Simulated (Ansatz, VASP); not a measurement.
**LaTe in VASP and in Ansatz**

INCAR

```
SYSTEM = LaTe
PREC = Accurate
ENCUT = 520
EDIFF = 1E-6
ISMEAR = -1
SIGMA = 0.08
LREAL = .FALSE.
LASPH = .TRUE.
NELM = 60
ALGO = Normal
ISIF = 2
LWAVE = .FALSE.
LCHARG = .TRUE.
LELF = .TRUE.
LVHAR = .TRUE.
NBANDS = 16
```

File KPOINTS:

```
Automatic mesh
0
G
  10 10 10
  0 0 0
```

The input POSCAR:

```
LaTe
1.0
    0.0321100000      3.2270550000      3.2270550000
    3.2270550000      0.0321100000      3.2270550000
    3.2270550000      3.2270550000      0.0321100000
La Te
1 1
Direct
    0.0000000000      0.0000000000      0.0000000000
    0.5000000000      0.5000000000      0.5000000000
```

Input for Ansatz:

```yaml
crystal:
  lattice:
    - [0.03211, 3.227055, 3.227055]
    - [3.227055, 0.03211, 3.227055]
    - [3.227055, 3.227055, 0.03211]
  atoms:
    - { symbol: La, position: [0.0, 0.0, 0.0] }
    - { symbol: Te, position: [0.5, 0.5, 0.5] }
kpoints:
  mp_grid: { grid: [10, 10, 10] }
  band_path:
    path:
      - [0.0, 0.0, 0.0]
      - [0.5, 0.5, 0.5]
      - [0.247543133, 0.5, 0.752456867]
      - [-0.247543133, 0.247543133, 0.5]
      - [0.0, 0.0, 0.5]
      - [0.0, 0.0, 0.0]
      - [-0.3737715665, 0.0, 0.3737715665]
      - [0.0, 0.3737715665, 0.6262284335]
      - [0.0, 0.5, 0.5]
    npoints: 5
scf:
  occupations: { method: fermi_dirac, width: 0.08 }
hamiltonian:
  xc: lda
  pseudopotentials: { kind: all_electron, lapw: { basis_error: 0.001 } }
output:
  forces: true
  stress: true
  eigenvalues: true
```

Change from the starting cell: equal xy, yz and zx shear strains of +1 %.

Alike in both runs: task single point; functional LDA; k mesh 10 × 10 × 10; occupations fermi-dirac, width 0.08 eV; no spin polarisation.

|  | VASP | Ansatz |
| --- | --- | --- |
| version | VASP 6.6.1 | Ansatz 0.2.0 |
| potentials or method | VASP PAW LDA potentials, release 64 (La, Te), cutoff 520 eV | all-electron LAPW, scalar-relativistic |

```tsv
	VASP	Ansatz	Ansatz less VASP
pressure (GPa)	-2.1	-2.1	-0.03
traceless stress, the component that is largest in VASP (GPa)	-0.09	-0.09	0.000
```

LDA's correlation is that of Perdew and Zunger in VASP and of Perdew and Wang (1992) in Ansatz. Ansatz ran all-electron here, and VASP with PAW potentials.

Neither program's run includes spin-orbit coupling.
